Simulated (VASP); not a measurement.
A run of VASP 6.6.1:

Contents of INCAR:

```
SYSTEM = La
ALGO     = Normal         ! electronic algorithm
EDIFF    = 1E-7           ! SCF threshold, eV
ENCUT    = 520            ! plane-wave cutoff, eV
GGA      = PS             ! functional
ISIF     = 2              ! what is computed and relaxed
ISMEAR   = -1             ! smearing method
LASPH    = .TRUE.         ! aspherical terms in the spheres
LCHARG   = .FALSE.        ! write CHGCAR
LREAL    = .FALSE.        ! projectors in reciprocal space
LWAVE    = .FALSE.        ! write WAVECAR
NBANDS   = 18             ! bands
NELM     = 80             ! most SCF steps
PREC     = Accurate       ! precision mode
SIGMA    = 0.1            ! smearing width, eV
```

KPOINTS

```
k-points
0
G
  12 12 11
  0 0 0
```

Contents of POSCAR:

```
La
1.0
   -4.1998198929      4.2116378196      1.8115617466
    4.2116378196     -4.1998198929      1.8115617466
    2.2822247613      2.2822247613     -1.7899171922
La
2
Direct
    0.9980549244      0.0019450756      1.0000000000
    0.7519450756      0.2480549244      0.5000000000
```

Potentials or basis: VASP PAW PBE potentials, release 64 (La).

The run is started by

```console
$ cat potpaw_PBE.64/La/POTCAR > POTCAR
$ mpirun -np 1 vasp_std > vasp.out
```

Hardware: 1 thread of Intel(R) Xeon(R) 6975P-C (Granite Rapids), with other jobs on the host.

Estimate the wall time of this run.

It took 7.6 min on 1 thread of Intel(R) Xeon(R) 6975P-C (Granite Rapids), with other jobs on the host, peak memory 0.66 GiB. Counts: scf iterations 15, k points 433.
